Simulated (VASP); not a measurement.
In:

```
In
1.0
     0.00000    2.35565    2.35565
     2.35565    0.00000    2.35565
     2.35565    2.35565    0.00000
In
1
Direct
  0.00000 0.00000 0.00000
```

This isn't the form of In at room conditions, which is tetragonal.

| Item | Value |
| --- | --- |
| Program | VASP 6.6.1 |
| Task | relaxation of cell and atoms |
| Functional | revPBE |
| Potentials or basis | VASP PAW PBE potentials, release 64 (In_d) |
| Cutoff | 600 eV |
| k mesh | 12 × 12 × 12 |
| Occupations | fermi-dirac, width 0.1 eV |
| Spin | no spin polarisation |

At the start: pressure 3.2 GPa; volume 26.14 Å³/atom.

Problem. Where does the relaxation end?

Solution. Over 3 steps the energy falls by 20.6 meV/atom and the volume is 28.39 Å³/atom (+8.6 %); space group Fm-3m (No. 225, to 0.1 Å) before and after.

Step by step:
```csv
step,energy change (eV),largest force (eV/Å),pressure (GPa),volume (Å³)
1,0.0000,0.0000,3.21,26.14
2,-0.0204,0.0000,0.23,28.18
3,-0.0206,0.0000,-0.01,28.39
```

Final structure:
```cif
data_structure
_symmetry_space_group_name_H-M 'P 1'
_symmetry_Int_Tables_number 1
_cell_length_a 3.4241
_cell_length_b 3.4241
_cell_length_c 3.4241
_cell_angle_alpha 60.000
_cell_angle_beta 60.000
_cell_angle_gamma 60.000
_cell_volume 28.39
loop_
_atom_site_label
_atom_site_type_symbol
_atom_site_fract_x
_atom_site_fract_y
_atom_site_fract_z
_atom_site_occupancy
In1 In 0.00000 0.00000 0.00000 1
```

Caveat: the PAW data sets were made with another functional, which shifts forces and pressure a little.
